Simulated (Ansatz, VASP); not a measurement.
## Ga in VASP and in Ansatz

The input INCAR:

```
PREC = Accurate
ENCUT = 600
EDIFF = 1E-7
ISMEAR = 0
SIGMA = 0.1
LREAL = False
LASPH = True
NELM = 60
ALGO = Fast
ISIF = 3
LWAVE = False
LCHARG = False
GGA = PE
IVDW = 12
IBRION = 2
NSW = 80
EDIFFG = -0.01
```

File KPOINTS:

```
regular mesh
0
Gamma
  18 18 6
```

Contents of POSCAR:

```
Ga
1.0
    2.9166962760      0.0000000000      0.0000000000
   -1.4583481380      2.5259330702      0.0000000000
    0.0000000000      0.0000000000      9.7636935917
Ga
4
Direct
    0.0000000000      0.0000000000      0.0000000000
    0.3333333333      0.6666666667      0.2500000000
    0.0000000000      0.0000000000      0.5000000000
    0.6666666667      0.3333333333      0.7500000000
```

Input for Ansatz:

```yaml
crystal:
  lattice:
    - [2.916696276, 0.0, 0.0]
    - [-1.458348138, 2.5259330702, 0.0]
    - [0.0, 0.0, 9.7636935917]
  atoms:
    - { symbol: Ga, position: [0.0, 0.0, 0.0] }
    - { symbol: Ga, position: [0.3333333333, 0.6666666667, 0.25] }
    - { symbol: Ga, position: [0.0, 0.0, 0.5] }
    - { symbol: Ga, position: [0.6666666667, 0.3333333333, 0.75] }
basis:
  ecutwfc: 420
kpoints:
  mp_grid: { grid: [18, 18, 6] }
hamiltonian:
  xc: pbe
  dispersion: d3bj
scf:
  occupations: { method: gaussian, width: 0.1 }
output:
  forces: true
  stress: true
  eigenvalues: true
relax:
  adjacent_minimum: "off"
  f_tol: 0.01
  max_steps: 60
  cell: { stress_tol: 0.1 }
```

Alike in both runs: task relaxation of cell and atoms; functional PBE; dispersion D3(BJ); k mesh 18 × 18 × 6; occupations gaussian, width 0.1 eV; no spin polarisation.

|  | VASP | Ansatz |
| --- | --- | --- |
| version | VASP 6.6.1 | Ansatz 0.2.0 |
| potentials or method | VASP PAW PBE potentials, release 64 (Ga_d), cutoff 600 eV | scalar-relativistic, plane waves, PAW |
| valence electrons in the cell | 52 | 52 |

|  | VASP | Ansatz | Ansatz less VASP |
| --- | --- | --- | --- |
| gap on the k mesh at the Fermi level, each at its own relaxed structure (eV) | none | none | - |
| relaxed volume (Å³/atom) | 18.01 | 17.98 | -0.026 |
| relaxed cell length with the largest relative difference (Å) | 2.918 | 2.917 | -0.0017 |

A gap of «none» marks a metal or a gap that the smearing closes.
